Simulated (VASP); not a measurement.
# Al32ClO48 (a cell with a defect) in VASP: notebook

Al32ClO48 (a cell with a defect) is run at these levels: PBE; tasks: single point.

Program: VASP 6.6.1. These are calculated values, not measurements. Logs are shortened: lines on timing, memory, paths and dates and some standing lists are left out, and cuts for length are marked.

### Step 1. The cell of the first run

The cell holds a defect, 81 atoms: a = 10.361 Å, b = 10.361 Å, c = 10.361 Å, α = 55.29°, β = 55.29°, γ = 55.29°.

### Step 2. Single point, PBE

INCAR reads:

```
SYSTEM = Al32ClO48
PREC = Accurate ; ENCUT = 520
EDIFF = 1E-6 ; ISMEAR = -1
SIGMA = 0.01 ; LREAL = Auto
LASPH = .True. ; NELM = 120
ALGO = Normal ; ISIF = 2
LWAVE = .False. ; LCHARG = .False.
GGA = PE ; NBANDS = 242
NELECT = 392.0 ; GGA_COMPAT = .False.
ISYM = -1
```

KPOINTS reads:

```
explicit points
1
Reciprocal
  0.25000000   0.25000000   0.25000000 1
```

POSCAR reads:

```
Al32ClO48
1.0
    4.8078835200      2.7758328500      8.7484141900
   -4.8078835200      2.7758328500      8.7484141900
    0.0000000000     -5.5516656900      8.7484141900
Al O Cl
32 48 1
Direct
    0.3036463000      0.3242953600      0.3261380500
    0.4380054100      0.4185869100      0.4292801500
    0.0737118600      0.0746649600      0.0711498600
    0.1678743900      0.1802206400      0.1778160100
    0.3213876900      0.3237581100      0.8224905100
    0.4204015300      0.4273900900      0.9208492600
    0.0714233700      0.0734603600      0.5755750100
    0.1788043600      0.1756961800      0.6732241000
    0.3229968700      0.8273472800      0.3214285900
    0.4245568700      0.9292262100      0.4238979700
    0.0619287600      0.5720956000      0.0745764200
    0.1690949800      0.6792772200      0.1713773200
    0.3233544100      0.8264975300      0.8228955800
    0.4202238600      0.9272694100      0.9295856500
    0.0801114800      0.5725247000      0.5649133800
    0.1747022000      0.6777013600      0.6726261400
    0.7971176200      0.3272964300      0.3123113200
    0.9164970300      0.4233959900      0.4235867000
    0.5759715900      0.0797689400      0.0700215700
    0.6902093500      0.1728240100      0.1934544000
    0.8257496000      0.3208732200      0.8158556100
    0.9317200700      0.4312499500      0.9132737000
    0.5748628400      0.0719087800      0.5840583100
    0.6770887400      0.1800021200      0.6861264600
    0.8212597100      0.8221779300      0.3254348900
    0.9256734200      0.9222665500      0.4282001100
    0.5898984700      0.5827946300      0.0695971300
    0.6774348300      0.6844010700      0.1747074300
    0.8253639400      0.8246215500      0.8211763100
    0.9253063000      0.9284005500      0.9268590300
    0.5692079000      0.5772595500      0.5734830600
    0.6776811800      0.6773679100      0.6722833100
    0.2179527400      0.0310475400      0.3744019200
    0.4693479700      0.1273812400      0.2782542600
    0.0151394700      0.3737022400      0.2256148700
    0.3697947300      0.2235776700      0.0297642600
    0.1167902200      0.2781957000      0.4751957800
    0.2388656400      0.4740619300      0.1335403400
    0.2209412000      0.0329597200      0.8710379100
    0.4653084600      0.1208916300      0.7881614000
    0.0327096900      0.3752310400      0.7142781800
    0.3797120600      0.2237238100      0.5203560600
    0.1232918100      0.2788416500      0.9695196100
    0.2774956500      0.4720479700      0.6205851100
    0.2288254400      0.5247245700      0.3650097700
    0.4729529700      0.6287191900      0.2753939000
    0.0256095500      0.8765674600      0.2196912000
    0.3670223800      0.7347741900      0.0269317200
    0.1276365500      0.7781215100      0.4655258700
    0.2723884800      0.9755011000      0.1269476700
    0.2141699900      0.5305603700      0.8728247700
    0.4672284900      0.6286660100      0.7759727500
    0.0302873200      0.8743491500      0.7196734500
    0.3720017400      0.7257047400      0.5252429500
    0.1235537800      0.7828442400      0.9691189900
    0.2796909700      0.9740454600      0.6218256100
    0.7222297600      0.0156334700      0.3880230800
    0.9639809900      0.1260509800      0.2774255100
    0.6306679300      0.3409385000      0.2602767000
    0.8786822800      0.2237059400      0.0190424300
    0.6185175800      0.2679299100      0.5101097900
    0.7988792900      0.4981401400      0.0975245500
    0.7238547600      0.0178300000      0.8769485500
    0.9781010900      0.1209371800      0.7772685200
    0.5140896400      0.3850712400      0.7191035700
    0.8733952100      0.2196816200      0.5380787600
    0.6436982900      0.2637995900      0.9212188600
    0.7755928300      0.4767673400      0.6196735200
    0.7128757700      0.5290698500      0.3755022200
    0.9589085900      0.6285231100      0.2805178600
    0.5266926200      0.8803304800      0.2202470900
    0.8727994500      0.7308083000      0.0267442000
    0.6214572200      0.7801094100      0.4712511100
    0.7760166700      0.9782284000      0.1266823600
    0.7343830200      0.5366367800      0.8612459700
    0.9764356500      0.6289102400      0.7690784700
    0.5277866300      0.8746891000      0.7215123600
    0.8800462200      0.7176186700      0.5239566700
    0.6213847300      0.7859039700      0.9703273200
    0.7811189700      0.9645621800      0.6268193700
    0.5055620000      0.4191516400      0.0915660300
```

Potentials or basis: VASP PAW PBE potentials, release 64 (Al, O, Cl).

Run with:

```sh
$ cat potpaw_PBE.64/Al/POTCAR potpaw_PBE.64/O/POTCAR potpaw_PBE.64/Cl/POTCAR > POTCAR
$ mpirun -np 1 vasp_std > vasp.out
```

OUTCAR:

```text
SYSTEM = Al32ClO48
   PREC = Accurate
   ENCUT = 520
   EDIFF = 1E-6
   ISMEAR = -1
   LREAL = Auto
   LASPH = .True.
   NELM = 120
   ISIF = 2
   GGA = PE
   NELECT = 392.0
   ISYM = -1

 ion  position               nearest neighbor table
   1  0.304  0.324  0.326-  37 1.78  34 1.88  38 1.91  45 1.96  42 2.06  81 2.25   8 2.76  12 2.83
                             2 2.91  20 3.07  18 3.17  10 3.20   6 3.29
   2  0.438  0.419  0.429-  44 1.86  59 1.87  61 1.90  46 1.92  42 1.98  45 2.11  23 2.78  15 2.86
                            17 2.89  27 2.90   1 2.91   5 3.20   9 3.31
   3  0.074  0.075  0.071-  39 1.87  60 1.87  47 1.88  50 1.97  43 1.98  58 2.00   4 2.68  14 2.77
                            22 2.86  26 2.86  20 3.09   8 3.25  12 3.25
   4  0.168  0.180  0.178-  35 1.84  33 1.87  36 1.89  50 1.99  43 2.00  58 2.01   3 2.68   9 2.83
                             5 2.84  17 2.95  11 3.19   7 3.25  19 3.34
   5  0.321  0.324  0.822-  40 1.86  43 1.86  44 1.89  65 1.94  51 2.00  36 2.01   6 2.63  24 2.83
                            16 2.83   4 2.84  22 3.19   2 3.20  14 3.24
   6  0.420  0.427  0.921-  52 1.90  65 1.94  67 1.94  36 1.97  51 1.99  38 2.02  81 2.33   5 2.63
                            31 2.79  19 2.80  11 2.87  13 3.28   1 3.29  21 3.31
   7  0.071  0.073  0.576-  66 1.83  53 1.85  33 1.88  37 1.97  64 1.97  56 2.01   8 2.69  30 2.81
                            18 2.82  10 2.83  24 3.19  16 3.24   4 3.25
   8  0.179  0.176  0.673-  39 1.85  41 1.86  42 1.90  56 1.97  64 1.98  37 2.00   7 2.69   1 2.76
                            13 2.80  21 2.82  15 3.24   3 3.25  23 3.26
   9  0.323  0.827  0.321-  49 1.86  50 1.86  46 1.87  54 1.98  33 1.99  71 2.00  10 2.68  16 2.82
                             4 2.83  28 2.83  14 3.21  26 3.25   2 3.31
  10  0.425  0.929  0.424-  56 1.86  34 1.86  73 1.86  71 1.97  54 2.00  33 2.01   9 2.68  31 2.82
                             7 2.83  19 2.84   1 3.20  25 3.24  13 3.26
  11  0.062  0.572  0.075-  38 1.79  72 1.82  35 1.88  51 1.88  70 2.04  55 2.11  12 2.72  18 2.80
                            30 2.84   6 2.87  28 3.11   4 3.19  16 3.26
  12  0.169  0.679  0.171-  47 1.87  45 1.90  48 1.91  55 1.94  38 2.02  70 2.03  11 2.72  25 2.79
                            13 2.80   1 2.83  81 2.94  15 3.23   3 3.25
  13  0.323  0.826  0.823-  52 1.87  55 1.87  56 1.88  48 1.97  77 1.98  39 1.99  14 2.66   8 2.80
                            12 2.80  32 2.84  30 3.25  10 3.26   6 3.28
  14  0.420  0.927  0.930-  40 1.82  79 1.87  50 1.87  48 1.90  39 1.98  77 2.02  13 2.66   3 2.77
                            23 2.78  27 2.79   9 3.21   5 3.24  29 3.30
  15  0.080  0.573  0.565-  78 1.86  41 1.87  45 1.89  44 1.96  49 1.99  76 2.02  16 2.69  22 2.79
                            26 2.80   2 2.86  12 3.23   8 3.24  32 3.28
  16  0.175  0.678  0.673-  51 1.86  53 1.86  54 1.87  76 1.93  49 2.00  44 2.01  15 2.69  29 2.80
                             9 2.82   5 2.83  31 3.23   7 3.24  11 3.26
  17  0.797  0.327  0.312-  58 1.87  61 1.88  62 1.90  59 1.99  69 2.10  35 2.14  66 2.34  28 2.84
                            18 2.86   2 2.89   4 2.95  24 2.97  27 3.17  22 3.21  26 3.25  20 3.33
  18  0.916  0.423  0.424-  68 1.88  70 1.91  37 1.91  66 1.92  35 1.93  69 1.96  11 2.80  31 2.80
                             7 2.82  17 2.86   1 3.17  21 3.23  25 3.29
  19  0.576  0.080  0.070-  67 1.86  71 1.89  63 1.90  36 1.91  74 1.99  34 2.00  30 2.80   6 2.80
                            10 2.84  20 2.90  24 3.13  28 3.22   4 3.34
[... 311 lines left out ...]
  Fermi-wavevector in a.u.,A,eV,Ry     =   1.349049  2.549332 24.761677  1.819932
  Thomas-Fermi vector in A             =   2.476667
   LORBIT       =      0    0 simple, 1 ext, 2 COOP (PROOUT), +10 PAW based schemes
   GGA     = PE    functional components
   LHFCALC =     F    Hartree Fock is set to
   AEXX    =    0.0000 exact exchange contribution
   IVDW    =     0    specifies the selected vdW correction
   LEPSILON=     F    determine dielectric tensor
   LRPA    =     F    only Hartree local field effects (RPA)
 non-spin polarized calculation
  energy-cutoff  :      520.00
  volume of cell :      700.53
 maximum number of plane-waves:     18804
 NGX is ok and might be reduce to    80
   NGX = 39   NGY = 39   NGZ = 39

 number of electron     392.0000003 magnetization

 Free energy of the ion-electron system (eV)
  ---------------------------------------------------
  ext. energy  EPLUGINS =         0.00000000
  ---------------------------------------------------
  free energy    TOTEN  =      -581.94744357 eV

  energy without entropy =     -581.94744357  energy(sigma->0) =     -581.94744357

 E-fermi :   7.9277     XC(G=0): -11.6696

 val. band max:        7.6462678171   @ k =   0.2500   0.2500   0.2500
 cond. band min:      12.2552708733   @ k =   0.2500   0.2500   0.2500
 fundamental gap:      4.6090030562
 Fermi energy:         7.9277116952

 k-point     1 :       0.2500    0.2500    0.2500
  band No.  band energies     occupation
      1     -12.9851      2.00000
      2     -12.4822      2.00000
      3     -12.0970      2.00000
      4     -12.0514      2.00000
      5     -12.0024      2.00000
      6     -11.9833      2.00000
[... 200 lines left out ...]
    207      15.1642      0.00000
    208      15.2006      0.00000
 [bands above 208 left out]

------------------------ aborting loop because EDIFF is reached ----------------------------------------

  FORCE on cell =-STRESS in cart. coord.  units (eV):
  Direction    XX          YY          ZZ          XY          YZ          ZX
  --------------------------------------------------------------------------------------
  -------------------------------------------------------------------------------------
  Total       38.9918491     43.0855725     36.9515748     -3.1452431     -1.7170439      4.3627013
  in kB       89.1777639     98.5404669     84.5114786     -7.1934456     -3.9270293      9.9778789
  external PRESSURE =      90.7432365 kB  Pullay stress =       0.0000000 kB

 VOLUME and BASIS-vectors are now :
 -----------------------------------------------------------------------------
  energy-cutoff  :      520.00
  volume of cell :      700.53
      direct lattice vectors                 reciprocal lattice vectors
     4.807883520  2.775832850  8.748414190     0.103995864  0.060042040  0.038102144
    -4.807883520  2.775832850  8.748414190    -0.103995864  0.060042040  0.038102144
     0.000000000 -5.551665690  8.748414190     0.000000000 -0.120084080  0.038102144

 POSITION                                       TOTAL-FORCE (eV/Angst)
 -----------------------------------------------------------------------------------
     -0.09928     -0.06755      8.34668         0.012116      0.017730      0.009591
      0.09336     -0.00546     11.24934        -0.014059     -0.001593      0.004075
     -0.00458      0.01687      1.92051         0.001913     -0.001043     -0.002813
     -0.05936     -0.02092      4.60089         0.001586      0.004266     -0.009331
     -0.01140     -2.77538     12.83949         0.004315      0.000850     -0.005370
     -0.03360     -2.75892     15.47280        -0.004948     -0.005742      0.001471
[... 73 lines left out ...]
     -0.88197      1.36583     20.75562        -0.026639     -0.002690      0.001860
      0.41545      2.05851      8.89084         0.003293     -0.009981      0.005983
 -----------------------------------------------------------------------------------
    total drift:                                0.021292      0.011005     -0.013788

  FREE ENERGIE OF THE ION-ELECTRON SYSTEM (eV)
  ---------------------------------------------------
  free  energy   TOTEN  =      -581.9474435699 eV

  energy  without entropy=     -581.9474435699  energy(sigma->0) =     -581.94744357
```

Wall time 6.1 min (1 thread of Intel Xeon 6975P-C (Granite Rapids), shared host); peak memory 0.98 GiB.

What came out:

```yaml
Free_energy: -581.9474 eV
Largest_force: 0.035 eV/Å
```

Forces in eV/Å, atoms in the order of the input:
```
Al   0.012  0.018  0.010
Al  -0.014 -0.002  0.004
Al   0.002 -0.001 -0.003
Al   0.002  0.004 -0.009
Al   0.004  0.001 -0.005
Al  -0.005 -0.006  0.001
Al   0.003  0.000  0.005
Al  -0.001 -0.002  0.002
Al   0.002 -0.002 -0.006
Al   0.001 -0.003  0.004
Al  -0.012  0.004 -0.012
Al   0.004 -0.003  0.007
Al  -0.001  0.007 -0.002
Al   0.002  0.002  0.003
Al  -0.006  0.001 -0.003
Al   0.001  0.002 -0.005
Al   0.008 -0.006  0.015
Al   0.003  0.001  0.004
Al   0.002 -0.004 -0.006
Al  -0.009  0.008 -0.014
Al   0.008  0.006  0.010
Al   0.001  0.002  0.002
Al   0.001  0.004 -0.006
Al   0.002 -0.013 -0.002
Al  -0.006 -0.001  0.008
Al  -0.001  0.000  0.003
Al  -0.002 -0.012 -0.019
Al  -0.001  0.003 -0.001
Al   0.003 -0.008 -0.008
Al  -0.003  0.003  0.003
Al   0.000  0.000 -0.001
Al  -0.001  0.004  0.004
O    0.023  0.003  0.002
O   -0.001  0.017  0.005
O   -0.014 -0.018 -0.002
O   -0.002  0.007 -0.006
O    0.007 -0.026 -0.011
O    0.013  0.018  0.019
O    0.019  0.001 -0.003
O    0.007  0.021  0.007
O   -0.010 -0.018  0.000
O   -0.011  0.014  0.002
O    0.002 -0.012  0.000
O   -0.021  0.001  0.006
O    0.030 -0.001  0.000
O    0.004 -0.007  0.008
O   -0.011 -0.016 -0.002
O    0.004  0.007 -0.001
O    0.010 -0.018  0.002
O   -0.020 -0.004  0.000
O    0.017 -0.012  0.002
O    0.008  0.012  0.005
O   -0.008 -0.017  0.001
O   -0.011  0.020  0.001
O    0.012 -0.023 -0.004
O   -0.018  0.001 -0.001
O    0.023 -0.004  0.004
O    0.010  0.019  0.000
O   -0.014  0.025 -0.019
O   -0.005  0.009 -0.005
O    0.007  0.000 -0.013
O   -0.016 -0.008 -0.005
O    0.012 -0.005  0.004
O    0.013  0.018 -0.002
O   -0.007 -0.018  0.004
O   -0.019  0.018 -0.002
O   -0.005 -0.022  0.017
O   -0.022 -0.001 -0.003
O    0.019  0.008  0.004
O    0.011  0.018 -0.006
O   -0.001  0.001  0.004
O   -0.016  0.016  0.001
O    0.005 -0.019 -0.005
O   -0.018  0.000 -0.004
O    0.017 -0.007 -0.005
O    0.009  0.017  0.001
O   -0.011 -0.021 -0.002
O   -0.008  0.020  0.000
O    0.010 -0.008  0.008
O   -0.027 -0.003  0.002
Cl   0.003 -0.010  0.006
```

Caveat: the cell carries a net charge on a neutralising background, which shifts energy and pressure; the cell is charged against a uniform background, so pressure and absolute levels hang on convention.

(Continued in part 2 of 2.)
